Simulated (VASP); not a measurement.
# Fe (P6_3/mmc) in VASP: further runs

Aim: see how the results for Fe move with the level of theory and the settings. Levels: PBEsol, LDA+U. Tasks: vibrations by perturbation theory, single point.

All numbers are computed with VASP 6.6.1; they aren't measurements. Logs are shortened: lines on timing, memory, paths and dates and some standing lists are left out, and cuts for length are marked.

### 1 The cell of the first run

It takes space group P6_3/mmc (No. 194, hexagonal). The conventional cell has a = 2.434 Å, b = 2.434 Å, c = 3.842 Å, α = 90.00°, β = 90.00°, γ = 120.00°. Within 3.1 Å of Fe (site symmetry -6m2) lie 12 Fe at 2.38 to 2.43 Å.

This isn't the form of Fe at room conditions, which is bcc.

### 2 Vibrations by perturbation theory, PBEsol, collinear spin, ferromagnetic start

File INCAR:

```
PREC = Accurate
ENCUT = 600
EDIFF = 1E-8
ISMEAR = -1
SIGMA = 0.05
LREAL = F
LASPH = T
NELM = 200
ALGO = Normal
ISIF = 2
LWAVE = F
LCHARG = T
ISPIN = 2
MAGMOM = 3 3
LORBIT = 11
LMAXMIX = 4
GGA = PS
IBRION = 8
NSW = 1
GGA_COMPAT = F
```

File KPOINTS:

```
Automatic mesh
0
Gamma
  9 9 5
```

File POSCAR:

```
Fe
1.0
    2.4341575853      0.0000000000      0.0000000000
   -1.2170787927      2.1080423057      0.0000000000
    0.0000000000      0.0000000000      3.8419344700
Fe
2
Direct
    0.6666666667      0.3333333333      0.7500000000
    0.3333333333      0.6666666667      0.2500000000
```

Potentials or basis: VASP PAW PBE potentials, release 64 (Fe).

Command:

```console
$ cat potpaw_PBE.64/Fe/POTCAR > POTCAR
$ mpirun -np 1 vasp_std > vasp.out
```

OUTCAR:

```text
PREC = Accurate
   ENCUT = 600
   EDIFF = 1E-8
   ISMEAR = -1
   LREAL = F
   LASPH = T
   NELM = 200
   ISIF = 2
   ISPIN = 2
   LORBIT = 11
   GGA = PS
   IBRION = 8
   NSW = 1

 ion  position               nearest neighbor table
   1  0.667  0.333  0.750-   2 2.38   2 2.38   2 2.38   2 2.38   2 2.38   2 2.38
   2  0.333  0.667  0.250-   1 2.38   1 2.38   1 2.38   1 2.38   1 2.38   1 2.38

  LATTYP: Found a hexagonal cell.
 ALAT       =     2.4341575853
 C/A-ratio  =     1.5783425417

  Lattice vectors:

 A1 = (   2.4341575853,   0.0000000000,   0.0000000000)
 A2 = (  -1.2170787927,   2.1080423057,   0.0000000000)
 A3 = (   0.0000000000,   0.0000000000,   3.8419344700)

Analysis of symmetry for initial positions (statically):
=====================================================================
 Subroutine PRICEL returns:
 Original cell was already a primitive cell.

 Routine SETGRP: Setting up the symmetry group for a
 hexagonal supercell.

 Subroutine GETGRP returns: Found 24 space group operations
 (whereof 12 operations were pure point group operations)
 out of a pool of 24 trial point group operations.

The static configuration has the point symmetry D_3d.
 The point group associated with its full space group is D_6h.

Analysis of symmetry for dynamics (positions and initial velocities):
=====================================================================
 Subroutine PRICEL returns:
 Original cell was already a primitive cell.

 Routine SETGRP: Setting up the symmetry group for a
 hexagonal supercell.

 Subroutine GETGRP returns: Found 24 space group operations
 (whereof 12 operations were pure point group operations)
 out of a pool of 24 trial point group operations.

The dynamic configuration has the point symmetry D_3d.
 The point group associated with its full space group is D_6h.

Analysis of structural, dynamic, and magnetic symmetry:
[... 1068 lines left out ...]

  FREE ENERGIE OF THE ION-ELECTRON SYSTEM (eV)
  ---------------------------------------------------
  free  energy   TOTEN  =       -17.9023570088 eV

  energy  without entropy=      -17.8860547615  energy(sigma->0) =      -17.89420589

[... ionic steps 2 to 3 ...]

--------------------------------------- Ionic step        4  -------------------------------------------

------------------------ aborting loop because EDIFF is reached ----------------------------------------

[... ionic steps 5 to 5 ...]

--------------------------------------- Ionic step        6  -------------------------------------------

 Free energy of the ion-electron system (eV)
  ---------------------------------------------------
  ---------------------------------------------------
  free energy    TOTEN  =        -0.17443634 eV

  energy without entropy =       -0.17443634

------------------------ aborting loop because EDIFF is reached ----------------------------------------

 INTERNAL STRAIN TENSOR  FOR ION    1  DIRECTION 3   (eV/Angst):
 -----------------------------------------------------------------------------
     0.00185 -0.00000  0.00000
     0.00000  0.00185  0.00000
    -0.00000  0.00000  0.00301

 INTERNAL STRAIN TENSOR FOR ION    2 for displacements in x,y,z  (eV/Angst):
          X           Y           Z          XY          YZ          ZX
  --------------------------------------------------------------------------------
  x     0.00000    -0.00000    -0.00000    -3.46538     0.00000     0.00000
  y    -3.46538     3.46538    -0.00000    -0.00000     0.00000     0.00000
  z    -0.00000    -0.00000     0.00000    -0.00000     0.00000    -0.00000

 SECOND DERIVATIVES (NOT SYMMETRIZED)
 ------------------------------------
               1X          1Y          1Z          2X          2Y          2Z
  1X    -6.569661    0.000000    0.000000    6.569661   -0.000000    0.000000
  1Y     0.000000   -6.569661    0.000000   -0.000000    6.569661    0.000000
  1Z    -0.000000    0.000000  -12.180484    0.000000    0.000000   12.180484
  2X     6.569661   -0.000000    0.000000   -6.569661    0.000000    0.000000
  2Y    -0.000000    6.569661    0.000000    0.000000   -6.569661    0.000000
  2Z     0.000000    0.000000   12.180484   -0.000000    0.000000  -12.180484

 Eigenvectors and eigenvalues of the dynamical matrix
 ----------------------------------------------------

   1 f  =   10.325190 THz    64.875085 2PiTHz  344.411279 cm-1    42.701537 meV
             X         Y         Z           dx          dy          dz
      1.217079  0.702681  2.881451     0.000000    0.000000    0.707107
     -0.000000  1.405362  0.960484    -0.000000   -0.000000   -0.707107
[... 11 lines left out ...]
   4 f  =    0.000000 THz     0.000000 2PiTHz    0.000002 cm-1     0.000000 meV
             X         Y         Z           dx          dy          dz
      1.217079  0.702681  2.881451    -0.262130   -0.507554    0.416745
     -0.000000  1.405362  0.960484    -0.262130   -0.507554    0.416745

   5 f/i=    0.000000 THz     0.000000 2PiTHz    0.000002 cm-1     0.000000 meV
             X         Y         Z           dx          dy          dz
      1.217079  0.702681  2.881451     0.636450   -0.085697    0.295952
     -0.000000  1.405362  0.960484     0.636450   -0.085697    0.295952

   6 f/i=    0.000000 THz     0.000001 2PiTHz    0.000003 cm-1     0.000000 meV
             X         Y         Z           dx          dy          dz
      1.217079  0.702681  2.881451     0.161924   -0.484814   -0.488606
     -0.000000  1.405362  0.960484     0.161924   -0.484814   -0.488606

--------------------------------------------------------------------------------------------------------

 ELASTIC MODULI CONTR FROM IONIC RELAXATION (kBar)
 Direction    XX          YY          ZZ          XY          YZ          ZX
 --------------------------------------------------------------------------------
 XX        -148.5563    148.5563     -0.0000      0.0000      0.0000     -0.0000
 YY         148.5563   -148.5563      0.0000      0.0000      0.0000     -0.0000
 ZZ          -0.0000      0.0000     -0.0000     -0.0000      0.0000      0.0000
 XY           0.0000      0.0000     -0.0000   -148.5563      0.0000     -0.0000
 YZ           0.0000      0.0000      0.0000      0.0000      0.0000      0.0000
 ZX          -0.0000     -0.0000      0.0000     -0.0000      0.0000     -0.0000
 --------------------------------------------------------------------------------

 total charge

# of ion       s       p       d       tot
------------------------------------------
    1        0.555   0.677   6.373   7.605
    2        0.555   0.677   6.373   7.605
--------------------------------------------------
tot          1.110   1.353  12.746  15.210

 magnetization (x)

# of ion       s       p       d       tot
------------------------------------------
    1        0.000   0.000   0.000   0.000
    2        0.000   0.000   0.000   0.000
--------------------------------------------------
tot          0.000   0.000   0.000   0.000
```

It took 16 min on 1 thread of Intel Xeon 8259CL, shared host; peak memory 0.29 GiB.

What came out:

| Item | Value |
| --- | --- |
| Net moment | 0.00 μB per cell |
| Valence electrons inside the program's atomic spheres | Fe 7.61 |
| Highest phonon frequency at Γ | 344 cm⁻¹ |

Phonon frequencies in cm⁻¹ (negative: imaginary):
| q point | frequencies |
| --- | --- |
| (0.000, 0.000, 0.000) | 0 0 0 253 253 344 |

Caveat: the cell stands under pressure or tension, which shifts response properties; the PAW data sets were made with another functional, which shifts forces and pressure a little.

### 3 Single point, LDA+U, collinear spin, antiferromagnetic start

File INCAR:

```
SYSTEM = Fe
ALGO = Normal
EDIFF = 1E-6
ENCUT = 600
GGA = CA
GGA_COMPAT = .FALSE.
ISIF = 2
ISMEAR = 1
ISPIN = 2
LASPH = .TRUE.
LCHARG = .TRUE.
LDAU = .TRUE.
LDAUJ = 0
LDAUL = 2
LDAUPRINT = 1
LDAUTYPE = 2
LDAUU = 7
LELF = .TRUE.
LMAXMIX = 4
LORBIT = 11
LREAL = .FALSE.
LVHAR = .TRUE.
LWAVE = .FALSE.
MAGMOM = 3 -3
NBANDS = 19
NELM = 200
NUPDOWN = 0.0
PREC = Accurate
SIGMA = 0.1
```

File KPOINTS:

```
k-points
0
G
  12 12 7
  0 0 0
```

POSCAR is that of step 2.

Potentials or basis: VASP PAW LDA potentials, release 64 (Fe).

Command:

```console
$ cat potpaw_LDA.64/Fe/POTCAR > POTCAR
$ mpirun -np 1 vasp_std > vasp.out
```

Wall time 1.9 min (1 thread of Intel Xeon 8259CL, shared host); peak memory 0.17 GiB.

It converged, with:

- Free energy: -6.6000 eV
- Pressure: 52.1 GPa
- Net moment: 0.00 μB per cell
- Site moments: Fe +3.11, -3.11 μB
- Valence electrons inside the program's atomic spheres: Fe 7.73

Stress tensor (GPa, compression positive):
```
35.87  0.00  0.00
 0.00 35.87  0.00
 0.00  0.00 84.69
```

Eigenvalues of the final occupation matrices:
```csv
site,spin,trace,eigenvalues
site 1 d,1,4.79,0.95 0.95 0.96 0.96 0.96
site 1 d,2,1.70,0.09 0.26 0.26 0.54 0.54
site 2 d,1,1.70,0.09 0.26 0.26 0.54 0.54
site 2 d,2,4.79,0.95 0.95 0.96 0.96 0.96
```

Caveat: the cell stands under pressure; the total moment is fixed, so each spin has its own Fermi level; the U is typed as a test and isn't derived for this compound.
